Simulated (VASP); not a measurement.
Wanted: the native input for a VASP 6.6.1 run.

- Task: single point
- Functional: LDA
- Potentials or basis: VASP PAW LDA potentials, release 64 (V_sv)
- Cutoff: 520 eV
- k mesh: 15 × 15 × 15
- Occupations: gaussian, width 0.2 eV
- Spin: no spin polarisation
- Dipole correction: no
- Further INCAR settings: ALGO = Normal; EDIFF = 1e-06; NBANDS = 12

The structure of V lies in POSCAR:

```
V
1.0
   -1.4636513664      1.4636513664      1.4636513664
    1.4636513664     -1.4636513664      1.4636513664
    1.4636513664      1.4636513664     -1.4636513664
V
1
Direct
    0.0000000000      0.0000000000      0.0000000000
```

One way to write it, as run:

INCAR

```
SYSTEM = V
PREC = Accurate
ENCUT = 520
EDIFF = 1E-6
ISMEAR = 0
SIGMA = 0.2
LREAL = .False.
LASPH = .True.
NELM = 60
ALGO = Normal
ISIF = 2
LWAVE = .False.
LCHARG = .False.
GGA = CA
NBANDS = 12
```

KPOINTS

```
Automatic mesh
0
Gamma
  15 15 15
  0 0 0
```

Potentials or basis: VASP PAW LDA potentials, release 64 (V_sv).

The run is started by

```sh
$ cat potpaw_LDA.64/V_sv/POTCAR > POTCAR
$ mpirun -np 1 vasp_std > vasp.out
```

It gave:

| Property | Result |
| --- | --- |
| Pressure | 0.4 GPa |

It took 24 s on 1 thread of Intel Xeon 6975P-C, on a shared host, peak memory 0.13 GiB.
